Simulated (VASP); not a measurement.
# Ge (I4_1/amd) in VASP: notebook, part 2 of 3

VASP 6.6.1.

## 4. Electric field gradients, LDA (zz strain of +1 %)

Input file INCAR:

```
PREC = Accurate ; ENCUT = 520
EDIFF = 1E-8 ; ISMEAR = -1
SIGMA = 0.05 ; LREAL = F
LASPH = T ; NELM = 100
ALGO = Normal ; ISIF = 2
LWAVE = F ; LCHARG = F
LEFG = T ; NBANDS = 21
```

Input file KPOINTS:

```
Automatic mesh
0
Gamma
  10 10 10
```

Input file POSCAR:

```
Ge
1.0
    0.0000000000      2.8287700000      2.8570577000
    2.8287700000      0.0000000000      2.8570577000
    2.8287700000      2.8287700000      0.0000000000
Ge
2
Direct
    0.5000000000      0.5000000000      0.5000000000
    0.7500000000      0.7500000000      0.7500000000
```

Potentials or basis: VASP PAW LDA potentials, release 64 (Ge_d).

On the command line:

```sh
$ cat potpaw_LDA.64/Ge_d/POTCAR > POTCAR
$ mpirun -np 1 vasp_std > vasp.out
```

OUTCAR:

```text
PREC = Accurate
   ENCUT = 520
   EDIFF = 1E-8
   ISMEAR = -1
   LREAL = F
   LASPH = T
   NELM = 100
   ISIF = 2

 ion  position               nearest neighbor table
   1  0.500  0.500  0.500-   2 2.46   2 2.46   2 2.46   2 2.46
   2  0.750  0.750  0.750-   1 2.46   1 2.46   1 2.46   1 2.46

  LATTYP: Found a body centered tetragonal cell.
 ALAT       =     4.0004848988
 C/A-ratio  =     1.4283556980

  Lattice vectors:

 A1 = (  -2.8287700000,   0.0000000000,   2.8570577000)
 A2 = (   2.8287700000,   0.0000000000,   2.8570577000)
 A3 = (   0.0000000000,   2.8287700000,  -2.8570577000)

Analysis of symmetry for initial positions (statically):
=====================================================================
 Subroutine PRICEL returns:
 Original cell was already a primitive cell.

 Routine SETGRP: Setting up the symmetry group for a
 body centered tetragonal supercell.

 Subroutine GETGRP returns: Found 16 space group operations
 (whereof  8 operations were pure point group operations)
 out of a pool of 16 trial point group operations.

The static configuration has the point symmetry D_2d.
 The point group associated with its full space group is D_4h.

Analysis of symmetry for dynamics (positions and initial velocities):
=====================================================================
 Subroutine PRICEL returns:
 Original cell was already a primitive cell.

 Routine SETGRP: Setting up the symmetry group for a
 body centered tetragonal supercell.

 Subroutine GETGRP returns: Found 16 space group operations
 (whereof  8 operations were pure point group operations)
 out of a pool of 16 trial point group operations.

[... 150 lines left out ...]

 val. band max:        4.5772193843   @ k =   0.0000   0.0000   0.0000
 cond. band min:       4.6540816799   @ k =   0.0000   0.0000   0.0000
 fundamental gap:      0.0768622956
 Fermi energy:         4.6029473043

 k-point     1 :       0.0000    0.0000    0.0000
  band No.  band energies     occupation
      1     -20.2978      2.00000
      2     -20.2978      2.00000
      3     -20.2954      2.00000
      4     -20.2614      2.00000
      5     -20.2606      2.00000
      6     -20.0584      2.00000
[... 565 lines left out ...]
     20      15.9886      0.00000
     21      16.4210      0.00000

 [... further k-points ...]
[... 5 lines left out ...]
  --------------------------------------------------------------------------------------
  -------------------------------------------------------------------------------------
  Total       -0.4530800     -0.4530800     -0.6583680      0.0000000      0.0000000      0.0000000
  in kB      -15.8760035    -15.8760035    -23.0693325      0.0000000      0.0000000      0.0000000
  external PRESSURE =     -18.2737798 kB  Pullay stress =       0.0000000 kB

 VOLUME and BASIS-vectors are now :
 -----------------------------------------------------------------------------
  energy-cutoff  :      520.00
  volume of cell :       45.72
      direct lattice vectors                 reciprocal lattice vectors
     0.000000000  2.828770000  2.857057700    -0.176755268  0.176755268  0.175005216
     2.828770000  0.000000000  2.857057700     0.176755268 -0.176755268  0.175005216
     2.828770000  2.828770000  0.000000000     0.176755268  0.176755268 -0.175005216

 POSITION                                       TOTAL-FORCE (eV/Angst)
 -----------------------------------------------------------------------------------
      2.82877      2.82877      2.85706         0.000000      0.000000      0.000000
      4.24315      4.24315      4.28559        -0.000000     -0.000000      0.000000
 -----------------------------------------------------------------------------------
    total drift:                                0.000000     -0.000000      0.000000

  FREE ENERGIE OF THE ION-ELECTRON SYSTEM (eV)
  ---------------------------------------------------
  free  energy   TOTEN  =       -10.3814091324 eV

  energy  without entropy=      -10.3805825582  energy(sigma->0) =      -10.38099585

 Electric field gradients (V/A^2)
---------------------------------------------------------------------
 ion       V_xx      V_yy      V_zz      V_xy      V_xz      V_yz
---------------------------------------------------------------------
   1       0.267     0.267    -0.534     0.004     0.004     0.004
   2       0.267     0.267    -0.534     0.004     0.004     0.004
---------------------------------------------------------------------

 Electric field gradients after diagonalization (V/A^2)
 (convention: |V_zz| > |V_xx| > |V_yy|)
----------------------------------------------------------------------
 ion       V_xx      V_yy      V_zz     asymmetry (V_yy - V_xx)/ V_zz
----------------------------------------------------------------------
   1       0.271     0.262    -0.534       0.016
   2       0.271     0.262    -0.534       0.016
----------------------------------------------------------------------

           NMR quadrupolar parameters

 Cq : quadrupolar parameter    Cq=e*Q*V_zz/h
 eta: asymmetry parameters     (V_yy - V_xx)/ V_zz
 Q  : nuclear electric quadrupole moment in mb (millibarn)
----------------------------------------------------------------------
 ion       Cq(MHz)       eta       Q (mb)
----------------------------------------------------------------------
   1      -0.001       0.016       1.000
   2      -0.001       0.016       1.000
----------------------------------------------------------------------
```

stdout:

```text
POSCAR found type information on POSCAR Ge
 POSCAR found :  1 types and       2 ions
 scaLAPACK will be used
 LDA part: xc-table for (Slater(with rela. corr.)+CA(PZ))
 , standard interpolation
 POSCAR, INCAR and KPOINTS ok, starting setup
 FFT: planning ... GRIDC
 FFT: planning ... GRID_SOFT
 FFT: planning ... GRID
 WAVECAR not read
 entering main loop
ion   1

ion   2
```

It took 2.4 min on 1 thread of Intel Xeon 8259CL, shared host; peak memory 0.2 GiB.

What came out:

```yaml
Free_energy: -10.3814 eV
Pressure: -1.8 GPa
Band_gap_on_the_k_mesh: zero (filled and empty bands touch)
Largest_electric_field_gradient_by_atom: Ge -0.5 V/Å²
```

Levels at points of the mesh, in eV from the Fermi level:
```tsv
k point	band 12	band 13	band 14	band 15	band 16	band 17
(0.00, 0.00, 0.00)	-0.21	-0.03	0.05	0.05	2.53	2.53
(0.50, 0.00, 0.00)	-7.57	-1.41	-1.32	0.06	3.71	3.77
(0.50, 0.50, 0.00)	-8.89	-2.97	-2.97	0.76	0.76	9.35
(0.50, 0.00, 0.50)	-8.85	-3.04	-3.04	0.68	0.68	9.35
```

Electric field gradients, principal values (V/Å²):
```csv
atom,least,middle,greatest (by size)
1 Ge,0.262,0.271,-0.534
2 Ge,0.262,0.271,-0.534
```

Caveat: the cell differs from its parent crystal (zz strain of +1 %); semilocal functionals underestimate gaps, so a narrow gap can read as zero; without QUAD_EFG the Cq values of the log hold for a quadrupole moment of 1 mb, not for the nuclei.

## 5. Electric field gradients, LDA (zz strain of +2 %)

INCAR is that of step 4.

KPOINTS is that of step 4.

Input file POSCAR:

```
Ge
1.0
    0.0000000000      2.8287700000      2.8853454000
    2.8287700000      0.0000000000      2.8853454000
    2.8287700000      2.8287700000      0.0000000000
Ge
2
Direct
    0.5000000000      0.5000000000      0.5000000000
    0.7500000000      0.7500000000      0.7500000000
```

Potentials or basis: VASP PAW LDA potentials, release 64 (Ge_d).

On the command line:

```sh
$ cat potpaw_LDA.64/Ge_d/POTCAR > POTCAR
$ mpirun -np 1 vasp_std > vasp.out
```

OUTCAR:

```text
PREC = Accurate
   ENCUT = 520
   EDIFF = 1E-8
   ISMEAR = -1
   LREAL = F
   LASPH = T
   NELM = 100
   ISIF = 2

 ion  position               nearest neighbor table
   1  0.500  0.500  0.500-   2 2.47   2 2.47   2 2.47   2 2.47
   2  0.750  0.750  0.750-   1 2.47   1 2.47   1 2.47   1 2.47

  LATTYP: Found a body centered tetragonal cell.
 ALAT       =     4.0004848988
 C/A-ratio  =     1.4424978336

  Lattice vectors:

 A1 = (  -2.8287700000,   0.0000000000,   2.8853454000)
 A2 = (   2.8287700000,   0.0000000000,   2.8853454000)
 A3 = (   0.0000000000,   2.8287700000,  -2.8853454000)

Analysis of symmetry for initial positions (statically):
=====================================================================
 Subroutine PRICEL returns:
 Original cell was already a primitive cell.

 Routine SETGRP: Setting up the symmetry group for a
 body centered tetragonal supercell.

 Subroutine GETGRP returns: Found 16 space group operations
 (whereof  8 operations were pure point group operations)
 out of a pool of 16 trial point group operations.

The static configuration has the point symmetry D_2d.
 The point group associated with its full space group is D_4h.

Analysis of symmetry for dynamics (positions and initial velocities):
=====================================================================
 Subroutine PRICEL returns:
 Original cell was already a primitive cell.

 Routine SETGRP: Setting up the symmetry group for a
 body centered tetragonal supercell.

 Subroutine GETGRP returns: Found 16 space group operations
 (whereof  8 operations were pure point group operations)
 out of a pool of 16 trial point group operations.

The dynamic configuration has the point symmetry D_2d.
 The point group associated with its full space group is D_4h.

 Subroutine INISYM returns: Found 16 space group operations
 (whereof  8 operations are pure point group operations),
 and found     1 'primitive' translations

----------------------------------------------------------------------------------------

                                     Primitive cell

  volume of cell :      46.1767

  direct lattice vectors                    reciprocal lattice vectors
     0.000000000  2.828770000  2.885345400    -0.176755268  0.176755268  0.173289479
     2.828770000  0.000000000  2.885345400     0.176755268 -0.176755268  0.173289479
     2.828770000  2.828770000  0.000000000     0.176755268  0.176755268 -0.173289479

  length of vectors
     4.040687787  4.040687787  4.000484899     0.304161294  0.304161294  0.304161294

  position of ions in fractional coordinates (direct lattice)
     0.500000000  0.500000000  0.500000000
     0.750000000  0.750000000  0.750000000

  ion indices of the primitive-cell ions
   primitive index   ion index
                 1           1
                 2           2

----------------------------------------------------------------------------------------

 KPOINTS: Automatic mesh

[... 66 lines left out ...]
   NELM   =    100;   NELMIN=  2; NELMDL= -5     # of ELM steps
   EDIFF  = 0.1E-07   stopping-criterion for ELM
   LREAL  =      F    real-space projection
   EDIFFG = 0.1E-06   stopping-criterion for IOM
   NSW    =      0    number of steps for IOM
   IBRION =     -1    ionic relax: 0-MD 1-quasi-New 2-CG
   NFREE  =      0    steps in history (QN), initial steepest desc. (CG)
   ISIF   =      2    stress and relaxation
   ISYM   =      2    0-nonsym 1-usesym 2-fastsym
   POTIM  = 0.5000    time-step for ionic-motion
   TEBEG  =    0.0;   TEEND  =   0.0 temperature during run
   PSTRESS=    0.0 pullay stress
   NELECT =      28.0000    total number of electrons
   NUPDOWN=      -1.0000    fix difference up-down
   EMIN   =  10.00;   EMAX   =-10.00  energy-range for DOS
   EFERMI =   0.00;   METHOD = LEGACY
   ISMEAR =    -1;   SIGMA  =   0.05  broadening in eV -4-tet -1-fermi 0-gaus
   EFERMI_NEDOS =   21; number of points for ismear=-14 and -15
   IALGO  =     38    algorithm
   IMIX   =      4    mixing-type and parameters
     AMIX     =   0.40;   BMIX     =  1.00
     AMIX_MAG =   1.60;   BMIX_MAG =  1.00
  volume/ion in A,a.u.               =      23.09       155.81
  Fermi-wavevector in a.u.,A,eV,Ry     =   1.385649  2.618496 26.123491  1.920022
  Thomas-Fermi vector in A             =   2.510039
   LORBIT       =      0    0 simple, 1 ext, 2 COOP (PROOUT), +10 PAW based schemes
   GGA     = CA    functional components
   LHFCALC =     F    Hartree Fock is set to
   AEXX    =    0.0000 exact exchange contribution
   IVDW    =     0    specifies the selected vdW correction
   LEPSILON=     F    determine dielectric tensor
   LRPA    =     F    only Hartree local field effects (RPA)
 non-spin polarized calculation
  energy-cutoff  :      520.00
  volume of cell :       46.18
 maximum number of plane-waves:      1275
   NGX = 15   NGY = 15   NGZ = 15

 number of electron      28.0000014 magnetization

 Free energy of the ion-electron system (eV)
  ---------------------------------------------------
  ext. energy  EPLUGINS =         0.00000000
  ---------------------------------------------------
  free energy    TOTEN  =       -10.37350527 eV

  energy without entropy =      -10.37250668  energy(sigma->0) =      -10.37300598

 E-fermi :   4.4949     XC(G=0): -10.1965

 val. band max:        4.4316195084   @ k =   0.0000   0.0000   0.0000
 cond. band min:       4.5334207895   @ k =   0.5000   0.0000   0.0000
 fundamental gap:      0.1018012811
 Fermi energy:         4.4949013478

 k-point     1 :       0.0000    0.0000    0.0000
  band No.  band energies     occupation
      1     -20.3799      2.00000
      2     -20.3799      2.00000
      3     -20.3755      2.00000
      4     -20.3439      2.00000
      5     -20.3425      2.00000
      6     -20.1485      2.00000
[... 565 lines left out ...]
     20      15.7638      0.00000
     21      16.3171      0.00000

 [... further k-points ...]
[... 5 lines left out ...]
  --------------------------------------------------------------------------------------
  -------------------------------------------------------------------------------------
  Total       -0.5623688     -0.5623688     -0.9767659      0.0000000     -0.0000000      0.0000000
  in kB      -19.5123122    -19.5123122    -33.8905002      0.0000000     -0.0000000      0.0000000
  external PRESSURE =     -24.3050415 kB  Pullay stress =       0.0000000 kB

 VOLUME and BASIS-vectors are now :
 -----------------------------------------------------------------------------
  energy-cutoff  :      520.00
  volume of cell :       46.18
      direct lattice vectors                 reciprocal lattice vectors
     0.000000000  2.828770000  2.885345400    -0.176755268  0.176755268  0.173289479
     2.828770000  0.000000000  2.885345400     0.176755268 -0.176755268  0.173289479
     2.828770000  2.828770000  0.000000000     0.176755268  0.176755268 -0.173289479

 POSITION                                       TOTAL-FORCE (eV/Angst)
 -----------------------------------------------------------------------------------
      2.82877      2.82877      2.88535         0.000000      0.000000     -0.000000
      4.24315      4.24315      4.32802        -0.000000     -0.000000      0.000000
 -----------------------------------------------------------------------------------
    total drift:                                0.000000     -0.000000      0.000000

  FREE ENERGIE OF THE ION-ELECTRON SYSTEM (eV)
  ---------------------------------------------------
  free  energy   TOTEN  =       -10.3735052740 eV

  energy  without entropy=      -10.3725066796  energy(sigma->0) =      -10.37300598

 Electric field gradients (V/A^2)
---------------------------------------------------------------------
 ion       V_xx      V_yy      V_zz      V_xy      V_xz      V_yz
---------------------------------------------------------------------
   1       0.541     0.541    -1.082     0.005     0.004     0.004
   2       0.541     0.541    -1.082     0.005     0.004     0.004
---------------------------------------------------------------------

 Electric field gradients after diagonalization (V/A^2)
 (convention: |V_zz| > |V_xx| > |V_yy|)
----------------------------------------------------------------------
 ion       V_xx      V_yy      V_zz     asymmetry (V_yy - V_xx)/ V_zz
----------------------------------------------------------------------
   1       0.546     0.536    -1.082       0.010
   2       0.546     0.536    -1.082       0.010
----------------------------------------------------------------------

           NMR quadrupolar parameters

 Cq : quadrupolar parameter    Cq=e*Q*V_zz/h
 eta: asymmetry parameters     (V_yy - V_xx)/ V_zz
 Q  : nuclear electric quadrupole moment in mb (millibarn)
----------------------------------------------------------------------
 ion       Cq(MHz)       eta       Q (mb)
----------------------------------------------------------------------
   1      -0.003       0.010       1.000
   2      -0.003       0.010       1.000
----------------------------------------------------------------------
```

stdout:

```text
POSCAR found type information on POSCAR Ge
 POSCAR found :  1 types and       2 ions
 scaLAPACK will be used
 LDA part: xc-table for (Slater(with rela. corr.)+CA(PZ))
 , standard interpolation
 POSCAR, INCAR and KPOINTS ok, starting setup
 FFT: planning ... GRIDC
 FFT: planning ... GRID_SOFT
 FFT: planning ... GRID
 WAVECAR not read
 entering main loop
ion   1

ion   2
```

It took 2.2 min on 1 thread of Intel Xeon 8259CL, shared host; peak memory 0.2 GiB.

What came out:

```
Free energy                             : -10.3735 eV
Pressure                                : -2.4 GPa
Band gap on the k mesh                  : zero (bands 14 and 15 overlap by 0.05 eV)
Largest electric field gradient by atom : Ge -1.1 V/Å²
```

Levels at points of the mesh, in eV from the Fermi level:
| k point | band 10 | band 11 | band 12 | band 13 | band 14 | band 15 | band 16 | band 17 | band 18 | band 19 |
| --- | --- | --- | --- | --- | --- | --- | --- | --- | --- | --- |
| (0.00, 0.00, 0.00) | -24.62 | -12.62 | -0.28 | -0.06 | 0.09 | 0.09 | 2.53 | 2.53 | 2.62 | 6.20 |
| (0.50, 0.00, 0.00) | -24.60 | -10.58 | -7.51 | -1.42 | -1.25 | 0.04 | 3.70 | 3.81 | 7.00 | 10.28 |
| (0.50, 0.50, 0.00) | -24.58 | -8.87 | -8.87 | -2.88 | -2.88 | 0.83 | 0.83 | 9.27 | 9.27 | 11.22 |
| (0.50, 0.00, 0.50) | -24.59 | -8.78 | -8.78 | -3.01 | -3.01 | 0.68 | 0.68 | 9.27 | 9.27 | 11.27 |

Electric field gradients, principal values (V/Å²):
```tsv
atom	least	middle	greatest (by size)
1 Ge	0.536	0.546	-1.082
2 Ge	0.536	0.546	-1.082
```

Caveat: the cell differs from its parent crystal (zz strain of +2 %); semilocal functionals underestimate gaps, so a narrow gap can read as zero; without QUAD_EFG the Cq values of the log hold for a quadrupole moment of 1 mb, not for the nuclei.

[end of part 2 of 3]
